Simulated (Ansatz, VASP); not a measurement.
# ScGa3P2 in VASP and in Ansatz

```
Sc Ga P
1.0
     5.09230    0.00000    0.00000
     0.00000    5.09230    0.00000
     0.00000    0.00000    5.36098
Sc Ga P
1 3 2
Cartesian
  2.5462 2.5462 0.0000
  2.5462 2.5462 2.6805
  0.0000 0.0000 1.3052
  0.0000 0.0000 4.0558
  0.0000 2.5462 0.0000
  2.5462 0.0000 0.0000
```

Alike in both runs: functional PBE; k mesh 4 × 4 × 4; occupations gaussian, width 0.1 eV; no spin polarisation.

Ansatz relaxed the structure, and its values are those at the end. VASP's run is a single point on that final structure, the one shown.

|  | VASP | Ansatz |
| --- | --- | --- |
| version | VASP 6.6.1 | Ansatz 0.2.0 |
| potentials or method | VASP PAW PBE potentials, release 64 (Sc_sv, Ga_d, P), cutoff 520 eV | scalar-relativistic, plane waves, PAW |
| valence electrons in the cell | 60 | 60 |

|  | VASP | Ansatz | Ansatz less VASP |
| --- | --- | --- | --- |
| gap on the k mesh at the Fermi level (eV) | none | none | - |
| pressure (GPa) | 0.0 | 0.0 | -0.07 |
| rms of the force components (eV/Å) | 0.003 | 0.005 | +0.0015 |

A gap of «none» marks a metal or a gap that the smearing closes.
